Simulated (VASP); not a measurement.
# SnO2 (I4/m) in VASP: single point with LDA

Aim: the single point of SnO2 with LDA.

Program: VASP 6.6.1. These are calculated values, not measurements. Logs are shortened: lines on timing, memory, paths and dates and some standing lists are left out, and cuts for length are marked.

### Step 1. The cell of the first run

It takes space group I4/m (No. 87, tetragonal). The conventional cell has a = 10.581 Å, b = 10.581 Å, c = 3.176 Å, α = 90.00°, β = 90.00°, γ = 90.00°. Within 2.7 Å of Sn (site symmetry m) lie 6 O at 2.03 to 2.09 Å. O (site symmetry m) has 3 Sn at 2.03 to 2.07 Å and 1 O at 2.64 Å within 2.7 Å. Within 2.7 Å of O (site symmetry m) lie 3 Sn at 2.07 to 2.09 Å and 3 O at 2.64 to 2.68 Å.

### Step 2. Single point, LDA

Contents of INCAR:

```
SYSTEM = SnO2
ALGO     = Normal         ! electronic algorithm
EDIFF    = 1E-6           ! SCF threshold, eV
ENCUT    = 600            ! plane-wave cutoff, eV
GGA_COMPAT= .FALSE.      
ISIF     = 2              ! what is computed and relaxed
ISMEAR   = 0              ! smearing method
KPAR     = 4            
LASPH    = .TRUE.         ! aspherical terms in the spheres
LCHARG   = .FALSE.        ! write CHGCAR
LREAL    = .FALSE.        ! projectors in reciprocal space
LWAVE    = .FALSE.        ! write WAVECAR
NBANDS   = 64             ! bands
NELM     = 120            ! most SCF steps
PREC     = Accurate       ! precision mode
SIGMA    = 0.05           ! smearing width, eV
```

Contents of KPOINTS:

```
k-points
0
G
  8 8 8
  0 0 0
```

Contents of POSCAR:

```
SnO2
1.0
   -5.2902885302      5.2902885302      1.5879422995
    5.2902885302     -5.2902885302      1.5879422995
    5.2902885302      5.2902885302     -1.5879422995
Sn O
4 8
Direct
    0.3492357895      0.1657941957      0.5150299852
    0.8342058043      0.3492357895      0.1834415939
    0.1657941957      0.6507642105      0.8165584061
    0.6507642105      0.8342058043      0.4849700148
    0.1597753283      0.4589155152      0.6186908435
    0.5410844848      0.1597753283      0.7008598132
    0.4589155152      0.8402246717      0.2991401868
    0.8402246717      0.5410844848      0.3813091565
    0.8438771858      0.7906031702      0.6344803560
    0.2093968298      0.8438771858      0.0532740156
    0.1561228142      0.2093968298      0.3655196440
    0.7906031702      0.1561228142      0.9467259844
```

Potentials or basis: VASP PAW LDA potentials, release 64 (Sn_d, O).

Started as:

```sh
cat potpaw_LDA.64/Sn_d/POTCAR potpaw_LDA.64/O/POTCAR > POTCAR
mpirun -np 4 vasp_std > vasp.out
```

OUTCAR:

```text
SYSTEM = SnO2
   EDIFF = 1E-6
   ENCUT = 600
   ISIF = 2
   ISMEAR = 0
   LASPH = .TRUE.
   LREAL = .FALSE.
   NELM = 120
   PREC = Accurate

 ion  position               nearest neighbor table
   1  0.349  0.166  0.515-   6 2.03   9 2.07   9 2.07   8 2.07   8 2.07  11 2.09   4 3.18   4 3.18
                             2 3.71   3 3.71   2 3.71   3 3.71
   2  0.834  0.349  0.183-   8 2.03  10 2.07  10 2.07   7 2.07   7 2.07  12 2.09   3 3.18   3 3.18
                             1 3.71   4 3.71   1 3.71   4 3.71
   3  0.166  0.651  0.817-   5 2.03  12 2.07  12 2.07   6 2.07   6 2.07  10 2.09   2 3.18   2 3.18
                             4 3.71   1 3.71   4 3.71   1 3.71
   4  0.651  0.834  0.485-   7 2.03  11 2.07  11 2.07   5 2.07   5 2.07   9 2.09   1 3.18   1 3.18
                             3 3.71   2 3.71   3 3.71   2 3.71
   5  0.160  0.459  0.619-   3 2.03   4 2.07   4 2.07
   6  0.541  0.160  0.701-   1 2.03   3 2.07   3 2.07
   7  0.459  0.840  0.299-   4 2.03   2 2.07   2 2.07
   8  0.840  0.541  0.381-   2 2.03   1 2.07   1 2.07
   9  0.844  0.791  0.634-   1 2.07   1 2.07   4 2.09
  10  0.209  0.844  0.053-   2 2.07   2 2.07   3 2.09
  11  0.156  0.209  0.366-   4 2.07   4 2.07   1 2.09
  12  0.791  0.156  0.947-   3 2.07   3 2.07   2 2.09

  LATTYP: Found a body centered tetragonal cell.
 ALAT       =    10.5805770604
 C/A-ratio  =     0.3001617569

  Lattice vectors:

 A1 = (  -5.2902885302,   5.2902885302,   1.5879422995)
 A2 = (   5.2902885302,  -5.2902885302,   1.5879422995)
 A3 = (   5.2902885302,   5.2902885302,  -1.5879422995)

Analysis of symmetry for initial positions (statically):
=====================================================================
 Subroutine PRICEL returns:
 Original cell was already a primitive cell.

 Routine SETGRP: Setting up the symmetry group for a
 body centered tetragonal supercell.

 Subroutine GETGRP returns: Found  8 space group operations
 (whereof  8 operations were pure point group operations)
 out of a pool of 16 trial point group operations.

The static configuration has the point symmetry C_4h.

Analysis of symmetry for dynamics (positions and initial velocities):
=====================================================================
 Subroutine PRICEL returns:
 Original cell was already a primitive cell.

 Routine SETGRP: Setting up the symmetry group for a
 body centered tetragonal supercell.

 Subroutine GETGRP returns: Found  8 space group operations
 (whereof  8 operations were pure point group operations)
 out of a pool of 16 trial point group operations.

The dynamic configuration has the point symmetry C_4h.

 Subroutine INISYM returns: Found  8 space group operations
 (whereof  8 operations are pure point group operations),
 and found     1 'primitive' translations

----------------------------------------------------------------------------------------

                                     Primitive cell

  volume of cell :     177.7679

  direct lattice vectors                    reciprocal lattice vectors
    -5.290288530  5.290288530  1.587942300     0.000000000  0.094512803  0.314872902
     5.290288530 -5.290288530  1.587942300     0.094512803  0.000000000  0.314872902
     5.290288530  5.290288530 -1.587942300     0.094512803  0.094512803  0.000000000

  length of vectors
     7.648259031  7.648259031  7.648259031     0.328751600  0.328751600  0.133661288

  position of ions in fractional coordinates (direct lattice)
     0.349235789  0.165794196  0.515029985
     0.834205804  0.349235789  0.183441594
     0.165794196  0.650764211  0.816558406
     0.650764211  0.834205804  0.484970015
     0.159775328  0.458915515  0.618690843
     0.541084485  0.159775328  0.700859813
     0.458915515  0.840224672  0.299140187
     0.840224672  0.541084485  0.381309157
     0.843877186  0.790603170  0.634480356
     0.209396830  0.843877186  0.053274016
     0.156122814  0.209396830  0.365519644
     0.790603170  0.156122814  0.946725984

  ion indices of the primitive-cell ions
   primitive index   ion index
                 1           1
                 2           2
                 3           3
                 4           4
                 5           5
                 6           6
                 7           7
                 8           8
                 9           9
                10          10
                11          11
                12          12

----------------------------------------------------------------------------------------

 KPOINTS: k-points

Automatic generation of k-mesh.
 Grid dimensions read from file:
 generate k-points for:    8    8    8

 Generating k-lattice:

  Cartesian coordinates                     Fractional coordinates (reciprocal lattice)
     0.000000000  0.011814100  0.039359113     0.125000000  0.000000000 -0.000000000
     0.011814100  0.000000000  0.039359113     0.000000000  0.125000000 -0.000000000
     0.011814100  0.011814100  0.000000000     0.000000000  0.000000000  0.125000000

  Length of vectors
     0.041093950  0.041093950  0.016707661

  Shift w.r.t. Gamma in fractional coordinates (k-lattice)
     0.000000000  0.000000000  0.000000000

 Subroutine IBZKPT returns following result:
 ===========================================

 Found     78 irreducible k-points:

 Following reciprocal coordinates:
            Coordinates               Weight
  0.000000  0.000000  0.000000      1.000000
  0.125000  0.000000 -0.000000      8.000000
  0.250000  0.000000 -0.000000      8.000000
  0.375000  0.000000 -0.000000      8.000000
  0.500000  0.000000 -0.000000      4.000000
  0.125000  0.125000 -0.000000      8.000000
[... 16 lines left out ...]
 -0.375000  0.250000  0.000000      8.000000
 -0.250000  0.375000 -0.000000      8.000000
 [... further k-points ...]
   k-points           NKPTS =     78   k-points in BZ     NKDIM =     78   number of bands    NBANDS=     64
   number of dos      NEDOS =    301   number of ions     NIONS =     12
   total plane-waves  NPLWV = 262144
   dimension x,y,z NGX =    64 NGY =   64 NGZ =   64
   dimension x,y,z NGXF=   128 NGYF=  128 NGZF=  128
   ions per type =               4   8
   NGX,Y,Z   is equivalent  to a cutoff of  13.91, 13.91, 13.91 a.u.
   NGXF,Y,Z  is equivalent  to a cutoff of  27.82, 27.82, 27.82 a.u.
 SYSTEM =  SnO2
   PREC   = accura    normal or accurate (medium, high low for compatibility)
   ISTART =      0    job   : 0-new  1-cont  2-samecut
   ICHARG =      2    charge: 1-file 2-atom 10-const
   ISPIN  =      1    spin polarized calculation?
   LNONCOLLINEAR =      F non collinear calculations
   LSORBIT =      F    spin-orbit coupling
   LASPH  =      T    aspherical Exc in radial PAW
   ENCUT  =  600.0 eV  44.10 Ry    6.64 a.u.  15.28 15.28 15.28*2*pi/ulx,y,z
   NELM   =    120;   NELMIN=  2; NELMDL= -5     # of ELM steps
   EDIFF  = 0.1E-05   stopping-criterion for ELM
   LREAL  =      F    real-space projection
[... 7 lines left out ...]
   TEBEG  =    0.0;   TEEND  =   0.0 temperature during run
   PSTRESS=    0.0 pullay stress
   NELECT =     104.0000    total number of electrons
   NUPDOWN=      -1.0000    fix difference up-down
   EMIN   =  10.00;   EMAX   =-10.00  energy-range for DOS
   EFERMI =   0.00;   METHOD = LEGACY
   ISMEAR =     0;   SIGMA  =   0.05  broadening in eV -4-tet -1-fermi 0-gaus
   EFERMI_NEDOS =   21; number of points for ismear=-14 and -15
   IALGO  =     38    algorithm
   IMIX   =      4    mixing-type and parameters
     AMIX     =   0.40;   BMIX     =  1.00
     AMIX_MAG =   1.60;   BMIX_MAG =  1.00
  volume/ion in A,a.u.               =      14.81        99.97
  Fermi-wavevector in a.u.,A,eV,Ry     =   1.369204  2.587420 25.507106  1.874719
  Thomas-Fermi vector in A             =   2.495100
   LORBIT       =      0    0 simple, 1 ext, 2 COOP (PROOUT), +10 PAW based schemes
   GGA     = CA    functional components
   LHFCALC =     F    Hartree Fock is set to
   AEXX    =    0.0000 exact exchange contribution
   IVDW    =     0    specifies the selected vdW correction
   LEPSILON=     F    determine dielectric tensor
   LRPA    =     F    only Hartree local field effects (RPA)
 non-spin polarized calculation
 Gauss-broadening in eV      SIGMA  =   0.05
  energy-cutoff  :      600.00
  volume of cell :      177.77
 maximum number of plane-waves:      5962
 NGX is ok and might be reduce to    64
   NGX = 31   NGY = 31   NGZ = 31

 number of electron     104.0000006 magnetization

 Free energy of the ion-electron system (eV)
  ---------------------------------------------------
  ext. energy  EPLUGINS =         0.00000000
  ---------------------------------------------------
  free energy    TOTEN  =       -83.24318928 eV

  energy without entropy =      -83.24318928  energy(sigma->0) =      -83.24318928

 E-fermi :   2.9630     XC(G=0): -10.1165

 val. band max:        2.6730559700   @ k =   0.5000   0.5000   0.5000
 cond. band min:       4.7298529829   @ k =   0.0000   0.0000   0.0000
 fundamental gap:      2.0567970129
 Fermi energy:         2.9630433496

 k-point     1 :       0.0000    0.0000    0.0000
  band No.  band energies     occupation
      1     -17.7677      2.00000
      2     -17.7677      2.00000
      3     -17.5771      2.00000
      4     -17.1323      2.00000
      5     -16.9669      2.00000
      6     -16.9214      2.00000
[... 56 lines left out ...]
     63      13.4445      0.00000
     64      13.4448      0.00000

 k-point     2 :       0.1250    0.0000   -0.0000
  band No.  band energies     occupation
      1     -17.7183      2.00000
      2     -17.7018      2.00000
      3     -17.5348      2.00000
      4     -17.0646      2.00000
      5     -17.0539      2.00000
      6     -17.0463      2.00000
[... 56 lines left out ...]
     63      13.1941      0.00000
     64      13.3486      0.00000

 k-point     3 :       0.2500    0.0000   -0.0000
  band No.  band energies     occupation
      1     -17.6539      2.00000
      2     -17.6201      2.00000
      3     -17.5790      2.00000
      4     -17.3355      2.00000
      5     -17.2729      2.00000
      6     -17.2085      2.00000
[... 1396 lines left out ...]
     63      13.2347      0.00000
     64      13.2677      0.00000

 k-point    24 :      -0.2500    0.3750   -0.0000
  band No.  band energies     occupation
      1     -17.7656      2.00000
      2     -17.6954      2.00000
      3     -17.4278      2.00000
      4     -17.1567      2.00000
      5     -17.0545      2.00000
      6     -17.0525      2.00000
[... 56 lines left out ...]
     63      13.0815      0.00000
     64      13.3367      0.00000

 [... further k-points ...]

------------------------ aborting loop because EDIFF is reached ----------------------------------------

  FORCE on cell =-STRESS in cart. coord.  units (eV):
  Direction    XX          YY          ZZ          XY          YZ          ZX
  --------------------------------------------------------------------------------------
  -------------------------------------------------------------------------------------
  Total        0.6107346      0.6107346      0.9907202     -0.0000001     -0.0000000      0.0000000
  in kB        5.5043962      5.5043962      8.9291101     -0.0000005     -0.0000000      0.0000000
  external PRESSURE =       6.6459675 kB  Pullay stress =       0.0000000 kB

 VOLUME and BASIS-vectors are now :
 -----------------------------------------------------------------------------
  energy-cutoff  :      600.00
  volume of cell :      177.77
      direct lattice vectors                 reciprocal lattice vectors
    -5.290288530  5.290288530  1.587942300     0.000000000  0.094512803  0.314872902
     5.290288530 -5.290288530  1.587942300     0.094512803  0.000000000  0.314872902
     5.290288530  5.290288530 -1.587942300     0.094512803  0.094512803  0.000000000

 POSITION                                       TOTAL-FORCE (eV/Angst)
 -----------------------------------------------------------------------------------
      1.75420      3.69512      0.00000        -0.013104      0.005580      0.000000
     -1.59517      3.53609      1.58794         0.005580      0.013104      0.000000
      6.88546      1.75420      0.00000        -0.005580     -0.013104      0.000000
      3.53609      1.59517      1.58794         0.013104     -0.005580     -0.000000
      4.85559      1.69052      0.00000         0.009608     -0.004376      0.000000
      1.69052      5.72499     -0.00000        -0.004376     -0.009608      0.000000
      3.59977     -0.43470      1.58794         0.004376      0.009608      0.000000
      0.43470      3.59977      1.58794        -0.009608      0.004376      0.000000
      3.07475      3.63842      1.58794         0.058826      0.040295     -0.000000
      3.63842     -3.07475      1.58794         0.040295     -0.058826      0.000000
      2.21554      1.65187      0.00000        -0.058826     -0.040295      0.000000
      1.65187      8.36504      0.00000        -0.040295      0.058826     -0.000000
 -----------------------------------------------------------------------------------
    total drift:                               -0.000000     -0.000000     -0.000000

  FREE ENERGIE OF THE ION-ELECTRON SYSTEM (eV)
  ---------------------------------------------------
  free  energy   TOTEN  =       -83.2431892756 eV

  energy  without entropy=      -83.2431892756  energy(sigma->0) =      -83.24318928
```

Run time: 8.9 min. Hardware: 4 MPI ranks of Intel Xeon Platinum 8375C at 2.90GHz (Ice Lake), shared host; peak memory 0.94 GiB.

What came out:

```
Free energy            : -83.2432 eV
Pressure               : 0.7 GPa
Largest force          : 0.071 eV/Å
Band gap on the k mesh : 2.06 eV (least direct gap 2.26 eV)
```

Forces on the atoms (eV/Å):
```
Sn  -0.013  0.006  0.000
Sn   0.006  0.013  0.000
Sn  -0.006 -0.013  0.000
Sn   0.013 -0.006  0.000
O    0.010 -0.004  0.000
O   -0.004 -0.010  0.000
O    0.004  0.010  0.000
O   -0.010  0.004  0.000
O    0.059  0.040  0.000
O    0.040 -0.059  0.000
O   -0.059 -0.040  0.000
O   -0.040  0.059  0.000
```

Stress tensor (GPa, compression positive):
```
0.55 0.00 0.00
0.00 0.55 0.00
0.00 0.00 0.89
```

Levels at points of the mesh, in eV from the valence-band top:
```csv
k point,band 50,band 51,band 52,band 53,band 54,band 55
"(0.00, 0.00, 0.00)",-0.22,-0.22,-0.21,2.06,5.05,5.05
"(0.50, 0.00, 0.00)",-0.39,-0.21,-0.20,5.75,5.76,6.26
"(0.50, 0.50, 0.00)",-0.54,-0.22,-0.03,3.11,3.91,5.28
"(0.50, 0.50, 0.50)",-0.54,-0.19,0.00,4.08,4.08,4.30
```

Caveat: spin-orbit coupling is left out, which moves the levels of the heavy elements. A k mesh can miss the band edges.
